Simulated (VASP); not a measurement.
Set up this calculation in VASP 6.6.1, as the native input.

```
Task                   : single point
Functional             : PBE
Potentials or basis    : VASP PAW PBE potentials, release 64 (N)
Cutoff                 : 520 eV
k mesh                 : 24 × 24 × 24
Occupations            : gaussian, width 0.1 eV
Spin                   : no spin polarisation
Dipole correction      : no
Further INCAR settings : ALGO = Normal; EDIFF = 1e-06; NBANDS = 8
```

The structure of N lies in POSCAR:

```
N
1.0
   -1.1654433343      1.1654433343      2.0047764096
    1.1654433343     -1.1654433343      2.0047764096
    1.1654433343      1.1654433343     -2.0047764096
N
1
Direct
    0.0000000000      0.0000000000      0.0000000000
```

This cell differs from its parent crystal: Sb replaced by N, lengths x 0.706, strained.

These files were run (other wordings do the same):

INCAR

```
SYSTEM = N
PREC = Accurate ; ENCUT = 520
EDIFF = 1E-6 ; ISMEAR = 0
SIGMA = 0.1 ; LREAL = .False.
LASPH = .True. ; NELM = 60
ALGO = Normal ; ISIF = 2
LWAVE = .False. ; LCHARG = .True.
GGA = PE ; LELF = .True.
LVHAR = .True. ; NBANDS = 8
```

KPOINTS

```
Automatic mesh
0
Gamma
  24 24 24
  0 0 0
```

Potentials or basis: VASP PAW PBE potentials, release 64 (N).

Launch:

```console
$ cat potpaw_PBE.64/N/POTCAR > POTCAR
$ mpirun -np 1 vasp_std > vasp.out
```

Results of the run:

```
Pressure : -31.2 GPa
```

Caveat: the cell differs from its parent crystal (Sb replaced by N, lengths x 0.706, strained).

Run time: 45 s on 1 thread of Intel(R) Xeon(R) Platinum 8488C (Sapphire Rapids), with other jobs on the host, peak memory 0.19 GiB.
